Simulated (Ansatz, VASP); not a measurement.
Two plane-wave programs on Mo

```
Mo
1.0
    -1.54351    1.57100    1.54351
     1.59849   -1.57100    1.59849
     1.54351    1.57100   -1.54351
Mo
1
Cartesian
  0.0000 0.0000 0.0000
```

Change from the starting cell: strain +0.0350 x Voigt [0, 0, 0, 0, 1, 0], atoms carried along.

Alike in both runs: task single point; functional PBE; k mesh 22 × 22 × 22; occupations gaussian, width 0.15 eV; no spin polarisation.

|  | VASP | Ansatz |
| --- | --- | --- |
| version | VASP 6.6.1 | Ansatz 0.2.0 |
| potentials or method | VASP PAW PBE potentials, release 64 (Mo_sv), cutoff 520 eV | scalar-relativistic, plane waves, PAW |
| valence electrons in the cell | 14 | 14 |

```csv
,VASP,Ansatz,Ansatz less VASP
gap on the k mesh at the Fermi level (eV),none,none,-
pressure (GPa),5.7,5.1,-0.59
"traceless stress, the component that is largest in VASP (GPa)",-3.75,-3.72,+0.026
```

A gap of «none» marks a metal or a gap that the smearing closes.
